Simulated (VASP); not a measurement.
# Sn2TeAs2 (P4mm) in VASP: notebook

The runs below take Sn2TeAs2 through relaxation of cell and atoms, single point, with PBE.

All numbers are computed with VASP 6.6.1; they aren't measurements. Logs are shortened: lines on timing, memory, paths and dates and some standing lists are left out, and cuts for length are marked.

## (1) The cell of the first run

It takes space group P4mm (No. 99, tetragonal). The conventional cell has a = 4.509 Å, b = 4.509 Å, c = 7.118 Å, α = 90.00°, β = 90.00°, γ = 90.00°. Within 3.0 Å of Sn (site symmetry 2mm) lie 1 As at 2.26 Å. Within 4.3 Å of Te (site symmetry 4mm) lie 4 As at 3.26 Å and 4 Sn at 3.37 Å. Within 3.0 Å of As (site symmetry 2mm) lie 1 Sn at 2.26 Å.

The cell was generated, and may not be a known phase.

## (2) Relaxation of cell and atoms, PBE

INCAR reads:

```
ALGO     = Normal         # electronic algorithm
EDIFF    = 1E-6           # SCF threshold, eV
EDIFFG   = -0.04          # ionic threshold
ENCUT    = 600            # plane-wave cutoff, eV
GGA      = PE             # functional
IBRION   = 2              # ionic algorithm
ISIF     = 3              # what is computed and relaxed
ISMEAR   = 0              # smearing method
LASPH    = T              # aspherical terms in the spheres
LCHARG   = F              # write CHGCAR
LREAL    = F              # projectors in reciprocal space
LWAVE    = F              # write WAVECAR
NELM     = 100            # most SCF steps
NSW      = 90             # ionic steps
PREC     = Accurate       # precision mode
SIGMA    = 0.1            # smearing width, eV
```

KPOINTS reads:

```
k-points
0
Gamma
  4 4 4
```

POSCAR reads:

```
Sn2TeAs2
1.0
    4.5087152900      0.0000000000      0.0000000000
    0.0000000000      4.5087152900      0.0000000000
    0.0000000000      0.0000000000      7.1179883100
Sn Te As
2 1 2
Direct
    0.5000000000      0.0000000000      0.8470641200
    0.0000000000      0.5000000000      0.8470641200
    0.5000000000      0.5000000000      0.1990171400
    0.5000000000      0.0000000000      0.5297715100
    0.0000000000      0.5000000000      0.5297715100
```

Potentials or basis: VASP PAW PBE potentials, release 64 (Sn_d, Te, As).

Launch:

```console
> cat potpaw_PBE.64/Sn_d/POTCAR potpaw_PBE.64/Te/POTCAR potpaw_PBE.64/As/POTCAR > POTCAR
> mpirun -np 1 vasp_std > vasp.out
```

OUTCAR:

```text
EDIFF = 1E-6
   EDIFFG = -0.04
   ENCUT = 600
   GGA = PE
   IBRION = 2
   ISIF = 3
   ISMEAR = 0
   LASPH = T
   LREAL = F
   NELM = 100
   NSW = 90
   PREC = Accurate

 ion  position               nearest neighbor table
   1  0.500  0.000  0.847-   4 2.26   2 3.19   2 3.19   2 3.19   2 3.19   3 3.37   3 3.37
   2  0.000  0.500  0.847-   5 2.26   1 3.19   1 3.19   1 3.19   1 3.19   3 3.37   3 3.37
   3  0.500  0.500  0.199-   4 3.26   5 3.26   4 3.26   5 3.26   1 3.37   1 3.37   2 3.37   2 3.37

   4  0.500  0.000  0.530-   1 2.26   3 3.26   3 3.26
   5  0.000  0.500  0.530-   2 2.26   3 3.26   3 3.26

  LATTYP: Found a simple tetragonal cell.
 ALAT       =     4.5087152900
 C/A-ratio  =     1.5787176285

  Lattice vectors:

 A1 = (   4.5087152900,   0.0000000000,   0.0000000000)
 A2 = (   0.0000000000,   4.5087152900,   0.0000000000)
 A3 = (   0.0000000000,   0.0000000000,   7.1179883100)

Analysis of symmetry for initial positions (statically):
=====================================================================
 Subroutine PRICEL returns:
 Original cell was already a primitive cell.

 Routine SETGRP: Setting up the symmetry group for a
 simple tetragonal supercell.

 Subroutine GETGRP returns: Found  8 space group operations
 (whereof  8 operations were pure point group operations)
 out of a pool of 16 trial point group operations.

The static configuration has the point symmetry C_4v.

Analysis of symmetry for dynamics (positions and initial velocities):
=====================================================================
 Subroutine PRICEL returns:
 Original cell was already a primitive cell.

 Routine SETGRP: Setting up the symmetry group for a
 simple tetragonal supercell.

 Subroutine GETGRP returns: Found  8 space group operations
 (whereof  8 operations were pure point group operations)
 out of a pool of 16 trial point group operations.

The dynamic configuration has the point symmetry C_4v.

 Subroutine INISYM returns: Found  8 space group operations
 (whereof  8 operations are pure point group operations),
 and found     1 'primitive' translations

----------------------------------------------------------------------------------------

                                     Primitive cell

  volume of cell :     144.6981

  direct lattice vectors                    reciprocal lattice vectors
     4.508715290  0.000000000  0.000000000     0.221792669  0.000000000  0.000000000
     0.000000000  4.508715290  0.000000000     0.000000000  0.221792669  0.000000000
     0.000000000  0.000000000  7.117988310     0.000000000  0.000000000  0.140489132

[... 99 lines left out ...]
   IALGO  =     38    algorithm
   IMIX   =      4    mixing-type and parameters
     AMIX     =   0.40;   BMIX     =  1.00
     AMIX_MAG =   1.60;   BMIX_MAG =  1.00
  volume/ion in A,a.u.               =      28.94       195.29
  Fermi-wavevector in a.u.,A,eV,Ry     =   1.100875  2.080352 16.489257  1.211926
  Thomas-Fermi vector in A             =   2.237293
   LORBIT       =      0    0 simple, 1 ext, 2 COOP (PROOUT), +10 PAW based schemes
   GGA     = PE    functional components
   LHFCALC =     F    Hartree Fock is set to
   AEXX    =    0.0000 exact exchange contribution
   IVDW    =     0    specifies the selected vdW correction
   LEPSILON=     F    determine dielectric tensor
   LRPA    =     F    only Hartree local field effects (RPA)
 conjugate gradient relaxation of ions
 non-spin polarized calculation
 Gauss-broadening in eV      SIGMA  =   0.10
  energy-cutoff  :      600.00
  volume of cell :      144.70
 maximum number of plane-waves:      4896
   NGX = 19   NGY = 19   NGZ = 29

--------------------------------------- Ionic step        1  -------------------------------------------

 number of electron      44.0000003 magnetization

 Free energy of the ion-electron system (eV)
  ---------------------------------------------------
  ext. energy  EPLUGINS =         0.00000000
  ---------------------------------------------------
  free energy    TOTEN  =       -16.41744259 eV

  energy without entropy =      -16.39053782  energy(sigma->0) =      -16.40399021

------------------------ aborting loop because EDIFF is reached ----------------------------------------

  FORCE on cell =-STRESS in cart. coord.  units (eV):
  Direction    XX          YY          ZZ          XY          YZ          ZX
  --------------------------------------------------------------------------------------
  -------------------------------------------------------------------------------------
  Total       -2.5428544     -2.5428544     24.0529351      0.0000000     -0.0000000      0.0000000
  in kB      -28.1558852    -28.1558852    266.3273497      0.0000000     -0.0000000      0.0000000
  external PRESSURE =      70.0051931 kB  Pullay stress =       0.0000000 kB
[... 98 lines left out ...]
  FREE ENERGIE OF THE ION-ELECTRON SYSTEM (eV)
  ---------------------------------------------------
  free  energy   TOTEN  =       -18.5579601668 eV

  energy  without entropy=      -18.5330323079  energy(sigma->0) =      -18.54549624

 E-fermi :   4.6470     XC(G=0):  -9.1214

 val. band max:        4.6390160916   @ k =   0.2500   0.0000   0.2500
 cond. band min:       4.6522869249   @ k =   0.5000   0.5000   0.2500
 fundamental gap:      0.0132708333
 Fermi energy:         4.6469821559

 k-point     1 :       0.0000    0.0000    0.0000
  band No.  band energies     occupation
      1     -16.9473      2.00000
      2     -16.8355      2.00000
      3     -16.8123      2.00000
      4     -16.7573      2.00000
      5     -16.7573      2.00000
      6     -16.6773      2.00000
[... 511 lines left out ...]
     25       8.2027      0.00000
     26       8.4198      0.00000

[... ionic steps 4 to 10 ...]

--------------------------------------- Ionic step       11  -------------------------------------------

 number of electron      43.9999990 magnetization

------------------------ aborting loop because EDIFF is reached ----------------------------------------
[... 73 lines left out ...]
--------------------------------------- Ionic step       13  -------------------------------------------

 number of electron      43.9999987 magnetization

 Free energy of the ion-electron system (eV)
  ---------------------------------------------------
  ext. energy  EPLUGINS =         0.00000000
  ---------------------------------------------------
  free energy    TOTEN  =       -18.92692976 eV

  energy without entropy =      -18.90965775  energy(sigma->0) =      -18.91829375

 E-fermi :   5.9196     XC(G=0):  -9.6708

 val. band max:        5.9113486489   @ k =   0.2500   0.0000   0.0000
 cond. band min:       5.9589549910   @ k =   0.5000   0.0000   0.0000
 fundamental gap:      0.0476063422
 Fermi energy:         5.9195804551

 k-point     1 :       0.0000    0.0000    0.0000
  band No.  band energies     occupation
      1     -16.0140      2.00000
      2     -15.8151      2.00000
      3     -15.7886      2.00000
      4     -15.6901      2.00000
      5     -15.6901      2.00000
      6     -15.5367      2.00000
[... 543 lines left out ...]
  FREE ENERGIE OF THE ION-ELECTRON SYSTEM (eV)
  ---------------------------------------------------
  free  energy   TOTEN  =       -18.9269297639 eV

  energy  without entropy=      -18.9096577457  energy(sigma->0) =      -18.91829375

 reached required accuracy - stopping structural energy minimisation
```

OSZICAR:

```text
N       E                     dE             d eps       ncg     rms          rms(c)
DAV:   1     0.399885995158E+03    0.39989E+03   -0.22380E+04   938   0.214E+03
[... 132 lines left out ...]
DAV:   1    -0.189280548638E+02   -0.23472E-02   -0.92196E-01  1006   0.605E+00    0.407E-01
DAV:   2    -0.189281641574E+02   -0.10929E-03   -0.40401E-02  1246   0.158E+00    0.245E-01
DAV:   3    -0.189271776960E+02    0.98646E-03   -0.28630E-03  1328   0.482E-01    0.115E-01
DAV:   4    -0.189269379354E+02    0.23976E-03   -0.54927E-04  1348   0.248E-01    0.355E-02
DAV:   5    -0.189269283889E+02    0.95465E-05   -0.77112E-05  1224   0.581E-02    0.155E-02
DAV:   6    -0.189269293063E+02   -0.91737E-06   -0.11146E-05  1124   0.258E-02    0.950E-03
DAV:   7    -0.189269297639E+02   -0.45756E-06   -0.91206E-07   506   0.662E-03
  13 F= -.18926930E+02 E0= -.18918294E+02  d E =-.324300E-02
```

CONTCAR:

```text
Sn2TeAs2
   1.00000000000000
     4.1558390869894479    0.0000000000000000   -0.0000000000000000
     0.0000000000000000    4.1558390869894479   -0.0000000000000000
     0.0000000000000000    0.0000000000000000    7.9355143296809922
  Sn              Te              As
     2     1     2
Direct
     0.5000000000000000    0.0000000000000000    0.8706536566756899
     0.0000000000000000    0.5000000000000000    0.8706536566756899
     0.5000000000000000    0.5000000000000000    0.1995803995869152
     0.5000000000000000    0.0000000000000000    0.5059003435308560
     0.0000000000000000    0.5000000000000000    0.5059003435308560

  0.00000000E+00  0.00000000E+00  0.00000000E+00
  0.00000000E+00  0.00000000E+00  0.00000000E+00
  0.00000000E+00  0.00000000E+00  0.00000000E+00
  0.00000000E+00  0.00000000E+00  0.00000000E+00
  0.00000000E+00  0.00000000E+00  0.00000000E+00
```

It took 5.8 min on 1 thread of Intel Xeon 6975P-C (Granite Rapids), shared host; peak memory 0.32 GiB.

Results:

```
Free energy                           : -18.9269 eV
Relaxed volume                        : 27.41 Å³/atom
Relaxed cell                          : a = 4.156 Å, b = 4.156 Å, c = 7.936 Å, α = 90.00°, β = 90.00°, γ = 90.00°
Space group after relaxing (to 0.1 Å) : P4mm (No. 99)
Energy gained by relaxing             : 501.9 meV/atom
Ionic steps                           : 13
Pressure after relaxing               : -0.1 GPa
Band gap on the k mesh                : zero (bands 22 and 23 overlap by 2.33 eV)
```

Forces in eV/Å, atoms in the order of the input:
```
Sn   0.000  0.000  0.000
Sn   0.000  0.000  0.000
Te   0.000  0.000 -0.002
As   0.000  0.000  0.002
As   0.000  0.000  0.002
```

Step by step:
```csv
step,energy change (eV),largest force (eV/Å),pressure (GPa),volume (Å³)
1,0.0000,6.1353,7.00,144.70
2,-1.5174,0.1091,-6.62,169.64
3,-2.1405,0.0841,-4.65,156.70
4,-2.1490,0.1410,-4.48,156.20
5,-2.1570,0.3462,-3.89,154.71
6,-2.4351,0.2285,-0.83,141.10
7,-2.4610,0.1667,0.67,136.43
8,-2.4972,0.0290,0.35,136.33
9,-2.5031,0.1055,0.26,136.20
10,-2.5059,0.0821,-0.11,137.13
11,-2.5062,0.0693,-0.33,137.70
12,-2.5083,0.0419,-0.24,137.43
13,-2.5095,0.0022,-0.09,137.05
```

Final structure:
```
Sn Te As
1.0
     4.15584    0.00000    0.00000
     0.00000    4.15584    0.00000
     0.00000    0.00000    7.93551
Sn Te As
2 1 2
Direct
  0.50000 0.00000 0.87065
  0.00000 0.50000 0.87065
  0.50000 0.50000 0.19958
  0.50000 0.00000 0.50590
  0.00000 0.50000 0.50590
```

Levels at points of the mesh, in eV from the Fermi level:
| k point | band 19 | band 20 | band 21 | band 22 | band 23 | band 24 | band 25 | band 26 |
| --- | --- | --- | --- | --- | --- | --- | --- | --- |
| (0.00, 0.00, 0.00) | -2.46 | -1.35 | -1.35 | -0.22 | -0.22 | 0.25 | 2.79 | 2.95 |
| (0.50, 0.00, 0.00) | -1.40 | -0.58 | -0.29 | 0.04 | 0.32 | 0.48 | 1.59 | 1.61 |
| (0.50, 0.50, 0.00) | -3.77 | -3.77 | -3.56 | 0.57 | 1.09 | 1.09 | 2.63 | 2.67 |
| (0.00, 0.00, 0.50) | -2.03 | -2.03 | 0.48 | 0.48 | 0.74 | 0.78 | 1.23 | 3.69 |
| (0.50, 0.00, 0.50) | -1.52 | -0.68 | -0.56 | -0.32 | -0.25 | 1.52 | 1.76 | 1.97 |
| (0.50, 0.50, 0.50) | -3.21 | -2.29 | -2.29 | -1.62 | -1.62 | -0.82 | 3.85 | 4.28 |

Caveat: spin-orbit coupling is left out, which moves the levels of the heavy elements.

## (3) Single point, PBE

This run uses another cell than the first one, of 27.40 Å³/atom.

INCAR reads:

```
SYSTEM = Sn2TeAs2
PREC     = Accurate       ! precision mode
ENCUT    = 520            ! plane-wave cutoff, eV
EDIFF    = 1E-6           ! SCF threshold, eV
ISMEAR   = 0              ! smearing method
SIGMA    = 0.1            ! smearing width, eV
LREAL    = .False.        ! projectors in reciprocal space
LASPH    = .True.         ! aspherical terms in the spheres
NELM     = 60             ! most SCF steps
ALGO     = Normal         ! electronic algorithm
ISIF     = 2              ! what is computed and relaxed
LWAVE    = .False.        ! write WAVECAR
LCHARG   = .True.         ! write CHGCAR
GGA      = PE             ! functional
LELF     = .True.         ! ELF
LVHAR    = .True.       
NBANDS   = 30             ! bands
```

KPOINTS reads:

```
Automatic mesh
0
Gamma
  10 10 6
  0 0 0
```

POSCAR reads:

```
Sn2TeAs2
1.0
    4.1923082818      0.0000000000      0.0000000000
    0.0000000000      4.1923082818      0.0000000000
    0.0000000000      0.0000000000      7.7952631700
Sn Te As
2 1 2
Direct
    0.5000000000      0.0000000000      0.8730926000
    0.0000000000      0.5000000000      0.8730926000
    0.5000000000      0.5000000000      0.2038986658
    0.5000000000      0.0000000000      0.5013022670
    0.0000000000      0.5000000000      0.5013022670
```

Potentials or basis: VASP PAW PBE potentials, release 64 (Sn_d, Te, As).

Launch:

```console
> cat potpaw_PBE.64/Sn_d/POTCAR potpaw_PBE.64/Te/POTCAR potpaw_PBE.64/As/POTCAR > POTCAR
> mpirun -np 1 vasp_std > vasp.out
```

It took 2.1 min on 1 thread of Intel Xeon 6975P-C (Granite Rapids), shared host; peak memory 0.46 GiB.

It converged, with:

```yaml
Free_energy: -18.9148 eV
Pressure: 0.0 GPa
Largest_force: 0.005 eV/Å
Band_gap_on_the_k_mesh: zero (bands 22 and 23 overlap by 2.44 eV)
```

Forces on the atoms (eV/Å):
```
Sn   0.000  0.000  0.003
Sn   0.000  0.000  0.003
Te   0.000  0.000  0.004
As   0.000  0.000 -0.005
As   0.000  0.000 -0.005
```

Levels at points of the mesh, in eV from the Fermi level:
```tsv
k point	band 20	band 21	band 22	band 23	band 24	band 25
(0.00, 0.00, 0.00)	-1.38	-1.38	-0.33	-0.33	-0.02	2.67
(0.50, 0.00, 0.00)	-0.76	-0.50	0.03	0.25	0.63	1.53
(0.50, 0.50, 0.00)	-3.98	-3.51	0.74	1.24	1.24	2.52
(0.00, 0.00, 0.50)	-2.12	0.48	0.48	0.60	0.67	1.20
(0.50, 0.00, 0.50)	-0.94	-0.73	-0.46	-0.40	1.44	1.62
(0.50, 0.50, 0.50)	-2.40	-2.40	-1.64	-1.64	-0.79	3.83
```

Caveat: spin-orbit coupling is left out, which moves the levels of the heavy elements.

The gap in the log of VASP goes by the Fermi energy; the results here count the filled bands.